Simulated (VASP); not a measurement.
Os: single point with LDA

Crystal: Os.

```
Os
1.0
     2.72657    0.00000    0.00000
    -1.36328    2.36128    0.00000
     0.00000    0.00000    4.31514
Os
2
Direct
  0.33333 0.66667 0.25000
  0.66667 0.33333 0.75000
```

- Program: VASP 6.6.1
- Task: single point
- Functional: LDA
- Potentials or basis: VASP PAW LDA potentials, release 64 (Os)
- Cutoff: 600 eV
- k mesh: 9 × 9 × 5
- Occupations: methfessel-paxton, width 0.1 eV
- Spin: no spin polarisation
- Dipole correction: no
- Further INCAR settings: ALGO = Normal; EDIFF = 1e-06; NBANDS = 15

The pressure is -5.3 GPa and the band gap on the k mesh is zero (bands 8 and 9 overlap by 3.89 eV).

Stress tensor (GPa, compression positive):
```
-5.23  0.00  0.00
 0.00 -5.23  0.00
 0.00  0.00 -5.53
```

Levels at points of the mesh, in eV from the Fermi level:
| k point | band 5 | band 6 | band 7 | band 8 | band 9 | band 10 | band 11 | band 12 |
| --- | --- | --- | --- | --- | --- | --- | --- | --- |
| (0.00, 0.00, 0.00) | -3.07 | -2.46 | -2.46 | -1.77 | -1.77 | -0.08 | 1.50 | 1.50 |

Wall time 9.3 s on 1 thread of Intel(R) Xeon(R) Platinum 8488C (Sapphire Rapids) (shared host), peak memory 0.15 GiB.

Caveat: the cell stands under tension; spin-orbit coupling is left out, which moves the levels of the heavy elements.
